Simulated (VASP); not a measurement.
# Hf2S (P6_3/mmc) in VASP: further runs

The runs below take Hf2S through single point, with PBEsol.

Program: VASP 6.6.1. These are calculated values, not measurements. Logs are shortened: lines on timing, memory, paths and dates and some standing lists are left out, and cuts for length are marked.

## 1. The cell of the first run

The structure is hexagonal, space group P6_3/mmc (No. 194). The conventional cell has a = 3.222 Å, b = 3.222 Å, c = 11.448 Å, α = 90.00°, β = 90.00°, γ = 120.00°. Hf (site symmetry 3m) has 3 S at 2.53 Å and 10 Hf at 2.96 to 3.42 Å within 3.5 Å. S (site symmetry -6m2) has 6 Hf at 2.53 Å and 6 S at 3.22 Å within 3.3 Å.

## 2. Single point, PBEsol (17.16 Å³/atom)

INCAR

```
  PREC = Accurate
  ENCUT = 520
  EDIFF = 1E-6
  ISMEAR = 0
  SIGMA = 0.1
  LREAL = F
  LASPH = T
  NELM = 100
  ALGO = Normal
  ISIF = 2
  LWAVE = F
  LCHARG = T
  GGA = PS
  LELF = T
  LVHAR = T
  NBANDS = 35
```

KPOINTS

```
Automatic mesh
0
Gamma
  12 12 4
```

POSCAR

```
Hf2S
1.0
    3.2223717206      0.0000000000      0.0000000000
   -1.6111858603      2.7906557705      0.0000000000
    0.0000000000      0.0000000000     11.4481713391
Hf S
4 2
Direct
    0.6666666667      0.3333333333      0.8995751313
    0.3333333333      0.6666666667      0.3995751313
    0.6666666667      0.3333333333      0.6004248687
    0.3333333333      0.6666666667      0.1004248687
    0.0000000000      0.0000000000      0.7500000000
    0.0000000000      0.0000000000      0.2500000000
```

Potentials or basis: VASP PAW PBE potentials, release 64 (Hf_pv, S).

The run is started by

```bash
cat potpaw_PBE.64/Hf_pv/POTCAR potpaw_PBE.64/S/POTCAR > POTCAR
mpirun -np 1 vasp_std > vasp.out
```

OUTCAR:

```text
PREC = Accurate
   ENCUT = 520
   EDIFF = 1E-6
   ISMEAR = 0
   LREAL = F
   LASPH = T
   NELM = 100
   ISIF = 2
   GGA = PS

 ion  position               nearest neighbor table
   1  0.667  0.333  0.900-   5 2.53   5 2.53   5 2.53   4 2.96   4 2.96   4 2.96   3 3.42
   2  0.333  0.667  0.400-   6 2.53   6 2.53   6 2.53   3 2.96   3 2.96   3 2.96   4 3.42
   3  0.667  0.333  0.600-   5 2.53   5 2.53   5 2.53   2 2.96   2 2.96   2 2.96   1 3.42
   4  0.333  0.667  0.100-   6 2.53   6 2.53   6 2.53   1 2.96   1 2.96   1 2.96   2 3.42
   5  0.000  0.000  0.750-   1 2.53   3 2.53   1 2.53   3 2.53   1 2.53   3 2.53
   6  0.000  0.000  0.250-   2 2.53   4 2.53   2 2.53   4 2.53   2 2.53   4 2.53

  LATTYP: Found a hexagonal cell.
 ALAT       =     3.2223717206
 C/A-ratio  =     3.5527159284

  Lattice vectors:

 A1 = (   3.2223717206,   0.0000000000,   0.0000000000)
 A2 = (  -1.6111858603,   2.7906557705,   0.0000000000)
 A3 = (   0.0000000000,   0.0000000000,  11.4481713391)

Analysis of symmetry for initial positions (statically):
=====================================================================
 Subroutine PRICEL returns:
 Original cell was already a primitive cell.

 Routine SETGRP: Setting up the symmetry group for a
 hexagonal supercell.

 Subroutine GETGRP returns: Found 24 space group operations
 (whereof 12 operations were pure point group operations)
 out of a pool of 24 trial point group operations.

The static configuration has the point symmetry D_3d.
 The point group associated with its full space group is D_6h.

Analysis of symmetry for dynamics (positions and initial velocities):
=====================================================================
 Subroutine PRICEL returns:
 Original cell was already a primitive cell.

 Routine SETGRP: Setting up the symmetry group for a
 hexagonal supercell.

 Subroutine GETGRP returns: Found 24 space group operations
 (whereof 12 operations were pure point group operations)
 out of a pool of 24 trial point group operations.

The dynamic configuration has the point symmetry D_3d.
 The point group associated with its full space group is D_6h.

 Subroutine INISYM returns: Found 24 space group operations
 (whereof 12 operations are pure point group operations),
 and found     1 'primitive' translations

----------------------------------------------------------------------------------------

                                     Primitive cell

  volume of cell :     102.9480

  direct lattice vectors                    reciprocal lattice vectors
     3.222371721  0.000000000  0.000000000     0.310330429  0.179169357  0.000000000
    -1.611185860  2.790655770  0.000000000     0.000000000  0.358338714  0.000000000
     0.000000000  0.000000000 11.448171339     0.000000000  0.000000000  0.087350195

  length of vectors
     3.222371721  3.222371721 11.448171339     0.358338714  0.358338714  0.087350195

  position of ions in fractional coordinates (direct lattice)
     0.666666667  0.333333333  0.899575131
     0.333333333  0.666666667  0.399575131
     0.666666667  0.333333333  0.600424869
     0.333333333  0.666666667  0.100424869
     0.000000000  0.000000000  0.750000000
     0.000000000  0.000000000  0.250000000

  ion indices of the primitive-cell ions
   primitive index   ion index
                 1           1
                 2           2
                 3           3
                 4           4
                 5           5
                 6           6

----------------------------------------------------------------------------------------

 KPOINTS: Automatic mesh

Automatic generation of k-mesh.
 Grid dimensions read from file:
 generate k-points for:   12   12    4

 Generating k-lattice:

  Cartesian coordinates                     Fractional coordinates (reciprocal lattice)
     0.025860869  0.014930780  0.000000000     0.083333333  0.000000000  0.000000000
     0.000000000  0.029861559  0.000000000     0.000000000  0.083333333  0.000000000
     0.000000000  0.000000000  0.021837549     0.000000000  0.000000000  0.250000000

  Length of vectors
     0.029861559  0.029861559  0.021837549

  Shift w.r.t. Gamma in fractional coordinates (k-lattice)
     0.000000000  0.000000000  0.000000000

 Subroutine IBZKPT returns following result:
 ===========================================

 Found     57 irreducible k-points:

 Following reciprocal coordinates:
            Coordinates               Weight
  0.000000  0.000000  0.000000      1.000000
  0.083333  0.000000  0.000000      6.000000
  0.166667  0.000000  0.000000      6.000000
  0.250000 -0.000000  0.000000      6.000000
  0.333333  0.000000  0.000000      6.000000
  0.416667  0.000000  0.000000      6.000000
[... 16 lines left out ...]
  0.250000 -0.000000  0.250000     12.000000
  0.333333  0.000000  0.250000     12.000000
 [... further k-points ...]
   k-points           NKPTS =     57   k-points in BZ     NKDIM =     57   number of bands    NBANDS=     35
   number of dos      NEDOS =    301   number of ions     NIONS =      6
   total plane-waves  NPLWV =  51840
   dimension x,y,z NGX =    24 NGY =   24 NGZ =   90
   dimension x,y,z NGXF=    48 NGYF=   48 NGZF=  180
   ions per type =               4   2
   NGX,Y,Z   is equivalent  to a cutoff of  12.38, 12.38, 13.07 a.u.
   NGXF,Y,Z  is equivalent  to a cutoff of  24.76, 24.76, 26.14 a.u.
 SYSTEM =  unknown system
   PREC   = accura    normal or accurate (medium, high low for compatibility)
   ISTART =      0    job   : 0-new  1-cont  2-samecut
   ICHARG =      2    charge: 1-file 2-atom 10-const
   ISPIN  =      1    spin polarized calculation?
   LNONCOLLINEAR =      F non collinear calculations
   LSORBIT =      F    spin-orbit coupling
   LASPH  =      T    aspherical Exc in radial PAW
   ENCUT  =  520.0 eV  38.22 Ry    6.18 a.u.   5.99  5.99 21.29*2*pi/ulx,y,z
   NELM   =    100;   NELMIN=  2; NELMDL= -5     # of ELM steps
   EDIFF  = 0.1E-05   stopping-criterion for ELM
   LREAL  =      F    real-space projection
   EDIFFG = 0.1E-04   stopping-criterion for IOM
   NSW    =      0    number of steps for IOM
   IBRION =     -1    ionic relax: 0-MD 1-quasi-New 2-CG
   NFREE  =      0    steps in history (QN), initial steepest desc. (CG)
   ISIF   =      2    stress and relaxation
   ISYM   =      2    0-nonsym 1-usesym 2-fastsym
   POTIM  = 0.5000    time-step for ionic-motion
   TEBEG  =    0.0;   TEEND  =   0.0 temperature during run
   PSTRESS=    0.0 pullay stress
   NELECT =      52.0000    total number of electrons
   NUPDOWN=      -1.0000    fix difference up-down
   EMIN   =  10.00;   EMAX   =-10.00  energy-range for DOS
   EFERMI =   0.00;   METHOD = LEGACY
   ISMEAR =     0;   SIGMA  =   0.10  broadening in eV -4-tet -1-fermi 0-gaus
   EFERMI_NEDOS =   21; number of points for ismear=-14 and -15
   IALGO  =     38    algorithm
   IMIX   =      4    mixing-type and parameters
     AMIX     =   0.40;   BMIX     =  1.00
     AMIX_MAG =   1.60;   BMIX_MAG =  1.00
  volume/ion in A,a.u.               =      17.16       115.79
  Fermi-wavevector in a.u.,A,eV,Ry     =   1.303777  2.463781 23.127647  1.699834
  Thomas-Fermi vector in A             =   2.434756
   LORBIT       =      0    0 simple, 1 ext, 2 COOP (PROOUT), +10 PAW based schemes
   GGA     = PS    functional components
   LHFCALC =     F    Hartree Fock is set to
   AEXX    =    0.0000 exact exchange contribution
   IVDW    =     0    specifies the selected vdW correction
   LEPSILON=     F    determine dielectric tensor
   LRPA    =     F    only Hartree local field effects (RPA)
 non-spin polarized calculation
 Gauss-broadening in eV      SIGMA  =   0.10
  energy-cutoff  :      520.00
  volume of cell :      102.95
 maximum number of plane-waves:      2820
 NGX is ok and might be reduce to    24
   NGX = 11   NGY = 11   NGZ = 43

 number of electron      52.0000014 magnetization

 Free energy of the ion-electron system (eV)
  ---------------------------------------------------
  ext. energy  EPLUGINS =         0.00000000
  ---------------------------------------------------
  free energy    TOTEN  =       -57.01373808 eV

  energy without entropy =      -56.99764310  energy(sigma->0) =      -57.00569059

 E-fermi :   7.2098     XC(G=0): -12.0645

 val. band max:        7.2047601088   @ k =   0.0833   0.0833   0.0000
 cond. band min:       7.2107358513   @ k =   0.3333   0.2500   0.2500
 fundamental gap:      0.0059757424
 Fermi energy:         7.2098084934

 k-point     1 :       0.0000    0.0000    0.0000
  band No.  band energies     occupation
      1     -23.8259      2.00000
      2     -23.6521      2.00000
      3     -23.1983      2.00000
      4     -23.0038      2.00000
      5     -23.0038      2.00000
      6     -23.0008      2.00000
[... 27 lines left out ...]
     34       9.8868      0.00000
     35      10.5346      0.00000

 k-point     2 :       0.0833    0.0000    0.0000
  band No.  band energies     occupation
      1     -23.8100      2.00000
      2     -23.6401      2.00000
      3     -23.2277      2.00000
      4     -23.0822      2.00000
      5     -23.0164      2.00000
      6     -23.0150      2.00000
[... 27 lines left out ...]
     34       9.9595      0.00000
     35      10.2766      0.00000

 k-point     3 :       0.1667    0.0000    0.0000
  band No.  band energies     occupation
      1     -23.7666      2.00000
      2     -23.6087      2.00000
      3     -23.3136      2.00000
      4     -23.2082      2.00000
      5     -23.0552      2.00000
      6     -23.0499      2.00000
[... 27 lines left out ...]
     34      10.1291      0.00000
     35      10.2387      0.00000

 k-point     4 :       0.2500   -0.0000    0.0000
  band No.  band energies     occupation
      1     -23.7110      2.00000
      2     -23.5745      2.00000
      3     -23.4367      2.00000
      4     -23.3559      2.00000
      5     -23.1726      2.00000
      6     -23.1146      2.00000
[... 27 lines left out ...]
     34      10.4187      0.00000
     35      10.5516      0.00000

 k-point     5 :       0.3333    0.0000    0.0000
  band No.  band energies     occupation
      1     -23.6737      2.00000
      2     -23.5685      2.00000
      3     -23.5616      2.00000
      4     -23.4937      2.00000
      5     -23.2675      2.00000
      6     -23.1849      2.00000
[... 638 lines left out ...]
 k-point    22 :       0.1667    0.0000    0.2500
  band No.  band energies     occupation
      1     -23.7487      2.00000
      2     -23.6402      2.00000
      3     -23.2898      2.00000
      4     -23.2188      2.00000
      5     -23.0480      2.00000
      6     -23.0447      2.00000
[... 27 lines left out ...]
     34       9.8861      0.00000
     35      10.3134      0.00000

 k-point    23 :       0.2500   -0.0000    0.2500
  band No.  band energies     occupation
      1     -23.6959      2.00000
      2     -23.6029      2.00000
      3     -23.4191      2.00000
      4     -23.3656      2.00000
      5     -23.1627      2.00000
      6     -23.1232      2.00000
[... 27 lines left out ...]
     34      10.3434      0.00000
     35      10.4621      0.00000

 k-point    24 :       0.3333    0.0000    0.2500
  band No.  band energies     occupation
      1     -23.6617      2.00000
      2     -23.5932      2.00000
      3     -23.5455      2.00000
      4     -23.5040      2.00000
      5     -23.2547      2.00000
      6     -23.1992      2.00000
[... 27 lines left out ...]
     34      10.7726      0.00000
     35      11.0372      0.00000

 [... further k-points ...]

------------------------ aborting loop because EDIFF is reached ----------------------------------------

  FORCE on cell =-STRESS in cart. coord.  units (eV):
  Direction    XX          YY          ZZ          XY          YZ          ZX
  --------------------------------------------------------------------------------------
  -------------------------------------------------------------------------------------
  Total        9.9466572      9.9466572     10.0734695      0.0000000     -0.0000000      0.0000000
  in kB      154.7995536    154.7995536    156.7731312      0.0000000     -0.0000000      0.0000000
  external PRESSURE =     155.4574128 kB  Pullay stress =       0.0000000 kB

 VOLUME and BASIS-vectors are now :
 -----------------------------------------------------------------------------
  energy-cutoff  :      520.00
  volume of cell :      102.95
      direct lattice vectors                 reciprocal lattice vectors
     3.222371721  0.000000000  0.000000000     0.310330429  0.179169357  0.000000000
    -1.611185860  2.790655770  0.000000000     0.000000000  0.358338714  0.000000000
     0.000000000  0.000000000 11.448171339     0.000000000  0.000000000  0.087350195

 POSITION                                       TOTAL-FORCE (eV/Angst)
 -----------------------------------------------------------------------------------
      1.61119      0.93022     10.29849         0.000000      0.000000     -0.013668
     -0.00000      1.86044      4.57440         0.000000     -0.000000     -0.013668
      1.61119      0.93022      6.87377         0.000000     -0.000000      0.013668
     -0.00000      1.86044      1.14968         0.000000      0.000000      0.013668
      0.00000      0.00000      8.58613        -0.000000     -0.000000     -0.000000
      0.00000      0.00000      2.86204        -0.000000     -0.000000      0.000000
 -----------------------------------------------------------------------------------
    total drift:                                0.000000     -0.000000      0.000000

  FREE ENERGIE OF THE ION-ELECTRON SYSTEM (eV)
  ---------------------------------------------------
  free  energy   TOTEN  =       -57.0137380834 eV

  energy  without entropy=      -56.9976431020  energy(sigma->0) =      -57.00569059
```

Run time: 4.5 min. Hardware: 1 thread of Intel Xeon 8259CL, shared host; peak memory 0.32 GiB.

What came out:

- Free energy: -57.0137 eV
- Pressure: 15.5 GPa
- Largest force: 0.014 eV/Å
- Band gap on the k mesh: zero (bands 26 and 27 overlap by 1.04 eV)

Forces in eV/Å, atoms in the order of the input:
```
Hf   0.000  0.000 -0.014
Hf   0.000  0.000 -0.014
Hf   0.000  0.000  0.014
Hf   0.000  0.000  0.014
S    0.000  0.000  0.000
S    0.000  0.000  0.000
```

Caveat: the cell stands under pressure; the PAW data sets were made with another functional, which shifts forces and pressure a little; spin-orbit coupling is left out, which moves the levels of the heavy elements.

## 3. Single point, PBEsol (17.72 Å³/atom)

This run uses another cell than the first one, of 17.72 Å³/atom.

INCAR

```
SYSTEM = Hf2S
PREC = Accurate
ENCUT = 520
EDIFF = 1E-6
ISMEAR = 0
SIGMA = 0.1
LREAL = .False.
LASPH = .True.
NELM = 80
ALGO = Normal
ISIF = 2
LWAVE = .False.
LCHARG = .True.
GGA = PS
LELF = .True.
LVHAR = .True.
NBANDS = 35
```

KPOINTS

```
regular mesh
0
Gamma
  12 12 4
  0 0 0
```

POSCAR

```
Hf2S
1.0
    3.2650053453      0.0000000000      0.0000000000
   -1.6325026727      2.8275775725      0.0000000000
    0.0000000000      0.0000000000     11.5187688640
Hf S
4 2
Direct
    0.6666666667      0.3333333333      0.8991172240
    0.3333333333      0.6666666667      0.3991172240
    0.6666666667      0.3333333333      0.6008827760
    0.3333333333      0.6666666667      0.1008827760
    0.0000000000      0.0000000000      0.7500000000
    0.0000000000      0.0000000000      0.2500000000
```

Potentials or basis: VASP PAW PBE potentials, release 64 (Hf_pv, S).

The run is started by

```bash
cat potpaw_PBE.64/Hf_pv/POTCAR potpaw_PBE.64/S/POTCAR > POTCAR
mpirun -np 1 vasp_std > vasp.out
```

Run time: 4.4 min. Hardware: 1 thread of Intel Xeon 8259CL, shared host; peak memory 0.32 GiB.

It converged, with:

| Quantity | Value |
| --- | --- |
| Free energy | -57.2776 eV |
| Pressure | 9.4 GPa |
| Band gap on the k mesh | zero (bands 26 and 27 overlap by 1.05 eV) |

Levels at points of the mesh, in eV from the Fermi level:
```tsv
k point	band 22	band 23	band 24	band 25	band 26	band 27	band 28	band 29	band 30	band 31
(0.00, 0.00, 0.00)	-3.21	-1.40	-0.13	-0.11	0.53	0.53	0.61	0.61	0.93	0.93
(0.50, 0.00, 0.00)	-2.65	-1.70	-1.36	-1.14	-0.65	-0.52	0.96	1.03	2.92	3.53
(0.00, 0.00, 0.50)	-3.32	-1.15	-1.15	0.46	0.46	0.46	0.46	1.45	1.45	1.76
(0.50, 0.00, 0.50)	-2.55	-1.84	-1.84	-0.84	-0.84	0.32	0.32	1.59	1.59	4.27
```

Caveat: the cell stands under pressure; the PAW data sets were made with another functional, which shifts forces and pressure a little; spin-orbit coupling is left out, which moves the levels of the heavy elements.

## 4. Single point, PBEsol (18.29 Å³/atom)

This run uses another cell than the first one, of 18.29 Å³/atom.

INCAR

```
ALGO = Normal
EDIFF = 1E-6
ENCUT = 520
GGA = PS
ISIF = 2
ISMEAR = 0
LASPH = True
LCHARG = False
LREAL = False
LWAVE = False
NBANDS = 35
NELM = 100
PREC = Accurate
SIGMA = 0.1
```

KPOINTS

```
k-points
0
Gamma
  12 12 4
```

POSCAR

```
Hf2S
1.0
    3.3063795434      0.0000000000      0.0000000000
   -1.6531897717      2.8634086791      0.0000000000
    0.0000000000      0.0000000000     11.5907710422
Hf S
4 2
Direct
    0.6666666667      0.3333333333      0.8988517866
    0.3333333333      0.6666666667      0.3988517866
    0.6666666667      0.3333333333      0.6011482134
    0.3333333333      0.6666666667      0.1011482134
    0.0000000000      0.0000000000      0.7500000000
    0.0000000000      0.0000000000      0.2500000000
```

The run is started by

```bash
cat potpaw_PBE.64/Hf_pv/POTCAR potpaw_PBE.64/S/POTCAR > POTCAR
mpirun -np 1 vasp_std > vasp.out
```

It took 5.1 min on 1 thread of Intel Xeon 8259CL, shared host; peak memory 0.35 GiB.

Results (log left out):

```yaml
Free_energy: -57.4210 eV
Pressure: 4.1 GPa
Largest_force: 0.007 eV/Å
Band_gap_on_the_k_mesh: zero (bands 26 and 27 overlap by 1.04 eV)
```

Forces on the atoms (eV/Å):
```
Hf   0.000  0.000 -0.007
Hf   0.000  0.000 -0.007
Hf   0.000  0.000  0.007
Hf   0.000  0.000  0.007
S    0.000  0.000  0.000
S    0.000  0.000  0.000
```

Levels at points of the mesh, in eV from the Fermi level:
```
           k point  band 23  band 24  band 25  band 26  band 27  band 28  band 29  band 30
(0.00, 0.00, 0.00)    -1.47    -0.13    -0.08     0.50     0.50     0.59     0.59     0.88
(0.50, 0.00, 0.00)    -1.73    -1.33    -1.17    -0.68    -0.54     0.93     1.02     2.78
(0.00, 0.00, 0.50)    -1.16    -1.16     0.43     0.43     0.43     0.43     1.44     1.44
(0.50, 0.00, 0.50)    -1.80    -1.80    -0.91    -0.91     0.31     0.31     1.53     1.53
```

Caveat: the cell stands under pressure; the PAW data sets were made with another functional, which shifts forces and pressure a little; spin-orbit coupling is left out, which moves the levels of the heavy elements.

(Continued in part 2 of 2.)
